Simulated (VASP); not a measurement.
Mo, 1 atom in the cell. Symmetry: I4/mmm, No. 139, tetragonal system. Conventional cell: a = 3.142 Å, b = 3.142 Å, c = 3.221 Å, α = 90.00°, β = 90.00°, γ = 90.00°. Mo (site symmetry 4/mmm) has 14 Mo at 2.74 to 3.22 Å within 3.6 Å.  This cell differs from its parent crystal: strain +0.0250 x Voigt [1, 0, 0, 0, 0, 0].

| Item | Value |
| --- | --- |
| Program | VASP 6.6.1 |
| Task | single point |
| Functional | LDA |
| Potentials or basis | VASP PAW LDA potentials, release 64 (Mo_sv) |
| Cutoff | 520 eV |
| k mesh | 22 × 22 × 22 |
| Occupations | gaussian, width 0.15 eV |
| Spin | no spin polarisation |
| Dipole correction | no |
| Further INCAR settings | ALGO = Fast; EDIFF = 1e-07; NBANDS = 13 |

Potentials or basis: VASP PAW LDA potentials, release 64 (Mo_sv).

Launch:

```bash
$ cat potpaw_LDA.64/Mo_sv/POTCAR > POTCAR
$ mpirun -np 1 vasp_std > vasp.out
```

Hardware: 1 thread of Intel(R) Xeon(R) Platinum 8488C (Sapphire Rapids), on a shared host.

Task: Estimate the wall time of this run.

Result: Wall time 80 s on 1 thread of Intel(R) Xeon(R) Platinum 8488C (Sapphire Rapids), with other jobs on the host, peak memory 0.25 GiB. Counts: scf iterations 14, k points 834.
